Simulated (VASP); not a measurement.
**Si2Mo: single point with LDA**

The system is Si2Mo.

```
Si Mo
1.0
     4.58547    0.00000    0.00000
    -2.29274    3.97113    0.00000
     0.00000    0.00000    6.57976
Si Mo
6 3
Cartesian
  -1.1656 3.3204 5.4831
  1.1272 0.6508 1.0966
  2.2927 2.6696 3.2899
  3.4583 0.6508 5.4831
  1.1656 3.3204 1.0966
  0.0000 1.3015 3.2899
  2.2927 0.0000 3.2899
  -1.1464 1.9856 1.0966
  1.1464 1.9856 5.4831
```

* Program: VASP 6.6.1
* Task: single point
* Functional: LDA
* Potentials or basis: VASP PAW LDA potentials, release 64 (Si, Mo_sv)
* Cutoff: 520 eV
* k mesh: 6 × 6 × 4
* Occupations: gaussian, width 0.1 eV
* Spin: no spin polarisation
* Dipole correction: no
* Further INCAR settings: ALGO = Normal; EDIFF = 1e-07; NBANDS = 43

- Pressure: -4.3 GPa
- Largest force: 0.048 eV/Å
- Band gap on the k mesh: 0.02 eV (least direct gap 0.50 eV)

Forces on the atoms (eV/Å):
```
Si   0.042 -0.024  0.000
Si   0.042  0.024  0.000
Si   0.000 -0.048  0.000
Si  -0.042  0.024  0.000
Si  -0.042 -0.024  0.000
Si   0.000  0.048  0.000
Mo   0.000  0.000  0.000
Mo   0.000  0.000  0.000
Mo   0.000  0.000  0.000
```

Stress tensor (GPa, compression positive):
```
-4.21  0.00  0.00
 0.00 -4.21  0.00
 0.00  0.00 -4.59
```

Levels at points of the mesh, in eV from the valence-band top:
| k point | band 30 | band 31 | band 32 | band 33 | band 34 | band 35 | band 36 | band 37 |
| --- | --- | --- | --- | --- | --- | --- | --- | --- |
| (0.00, 0.00, 0.00) | -3.03 | -2.74 | -2.08 | -0.83 | 1.94 | 2.33 | 2.33 | 2.39 |
| (0.50, 0.00, 0.00) | -2.16 | -1.60 | -1.07 | -0.66 | 0.02 | 0.66 | 0.82 | 1.27 |
| (0.00, 0.00, 0.50) | -2.30 | -2.07 | -0.75 | -0.75 | 1.81 | 2.21 | 2.21 | 2.25 |
| (0.50, 0.00, 0.50) | -2.69 | -1.99 | -1.27 | 0.00 | 0.50 | 1.06 | 1.30 | 1.30 |

Wall time 2.9 min on 1 thread of Intel Xeon 8259CL, on a shared host, peak memory 0.25 GiB.

Caveat: the cell stands under tension. A k mesh can miss the band edges.
